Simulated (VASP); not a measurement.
Crystal: CaOs.

```xyz
2
Lattice="1.8016 1.0402 5.1213 -1.8016 1.0402 5.1213 0.0000 -2.0803 5.1213" Properties=species:S:1:pos:R:3 pbc="T T T"
Ca    0.0000    0.0000    0.0000
Os    0.0000    0.0000    7.6820
```

The cell was generated, and may not be a known phase.

| Property | Result |
| --- | --- |
| Program | VASP 6.6.1 |
| Task | relaxation of cell and atoms |
| Functional | PBE |
| Potentials or basis | VASP PAW PBE potentials, release 64 (Ca_sv, Os) |
| Cutoff | 600 eV |
| k mesh | 6 × 6 × 6 |
| Occupations | gaussian, width 0.1 eV |
| Spin | no spin polarisation |

At the start: pressure -16.1 GPa; volume 28.79 Å³/atom.

Q: Where does the relaxation end?

A: Over 7 steps the energy falls by 754.2 meV/atom and the volume is 18.81 Å³/atom (-34.7 %); space group R-3m (No. 166, to 0.1 Å) before and after.

Step by step:
```tsv
step	energy change (eV)	largest force (eV/Å)	pressure (GPa)	volume (Å³)
1	0.0000	0.0000	-16.08	57.58
2	-1.2991	0.0000	6.11	36.69
3	-1.3434	0.0000	-0.40	38.92
4	-1.4909	0.0000	2.07	37.10
5	-1.4973	0.0000	3.06	36.65
6	-1.4996	0.0000	-2.73	38.51
7	-1.5083	0.0000	-0.15	37.62
```

Final structure:
```
Ca Os
1.0
     1.51137    0.87259    4.75389
    -1.51137    0.87259    4.75389
     0.00000   -1.74518    4.75389
Ca Os
1 1
Cartesian
  0.0000 0.0000 0.0000
  0.0000 0.0000 7.1308
```

Caveat: the volume moved by over 15 % at a fixed basis, so the end points are rough.
